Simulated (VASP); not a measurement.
## B3As: relaxation of cell and atoms with PBE

Crystal: B3As.

```
CELL_PARAMETERS angstrom
4.95465 0.00000 0.00000
-2.47732 4.29085 0.00000
0.00000 0.00000 4.40295
ATOMIC_POSITIONS crystal
B 0.69534 0.00000 0.75000
B 0.00000 0.30466 0.25000
B 0.30466 0.00000 0.25000
B 0.00000 0.69534 0.75000
B 0.69534 0.69534 0.25000
B 0.30466 0.30466 0.75000
As 0.00000 0.00000 0.00000
As 0.00000 0.00000 0.50000
```

The cell was built from a structure type or drawn by symmetry, and may not be a known phase.

```yaml
Program: VASP 6.6.1
Task: relaxation of cell and atoms
Functional: PBE
Potentials_or_basis: VASP PAW PBE potentials, release 64 (B, As)
Cutoff: 600 eV
k_mesh: 6 × 6 × 4
Occupations: gaussian, width 0.1 eV
Spin: no spin polarisation
Dipole_correction: no
Further_INCAR_settings: ALGO = Normal; EDIFF = 1e-06; IBRION = 2; EDIFFG = -0.04; NSW = 90; ISIF = 3
```

- Relaxed volume: 10.00 Å³/atom
- Relaxed cell: a = 3.436 Å, b = 3.436 Å, c = 7.823 Å, α = 90.00°, β = 90.00°, γ = 120.00°
- Space group after relaxing (to 0.1 Å): P6/mmm (No. 191)
- Pressure after relaxing: 0.0 GPa
- Largest force after relaxing: 0.009 eV/Å
- Band gap on the k mesh: zero (bands 14 and 15 overlap by 4.06 eV)

Forces in eV/Å, atoms in the order of the input:
```
B   -0.009  0.000  0.000
B   -0.005  0.008  0.000
B    0.009  0.000  0.000
B    0.005 -0.008  0.000
B   -0.005 -0.008  0.000
B    0.005  0.008  0.000
As   0.000  0.000  0.000
As   0.000  0.000  0.000
```

Stress tensor (GPa, compression positive):
```
 0.10  0.00  0.00
 0.00  0.10  0.00
 0.00  0.00 -0.06
```

Final structure:
```
CELL_PARAMETERS angstrom
3.43629 0.00000 0.00000
-1.71815 2.97592 0.00000
0.00000 0.00000 7.82277
ATOMIC_POSITIONS crystal
B 0.50045 0.00000 0.75000
B 0.00000 0.49955 0.25000
B 0.49955 0.00000 0.25000
B 0.00000 0.50045 0.75000
B 0.50045 0.50045 0.25000
B 0.49955 0.49955 0.75000
As 0.00000 0.00000 0.00000
As 0.00000 0.00000 0.50000
```

Levels at points of the mesh, in eV from the Fermi level:
| k point | band 12 | band 13 | band 14 | band 15 | band 16 | band 17 |
| --- | --- | --- | --- | --- | --- | --- |
| (0.00, 0.00, 0.00) | -0.33 | 1.23 | 1.23 | 1.34 | 2.19 | 2.19 |
| (0.50, 0.00, 0.00) | -3.33 | -2.89 | -2.04 | -1.24 | 0.75 | 3.24 |
| (0.00, 0.00, 0.50) | -3.24 | 2.48 | 2.48 | 2.48 | 2.49 | 2.51 |
| (0.50, 0.00, 0.50) | -4.19 | 0.13 | 0.13 | 0.54 | 0.54 | 1.67 |

Run time: 15 min on 1 thread of Intel(R) Xeon(R) Platinum 8259CL CPU @ 2.50GHz (Skylake/Cascade Lake) (shared host), peak memory 0.26 GiB.

Caveat: a cell axis changed by over 15 % at a fixed basis, so the end point is rough.
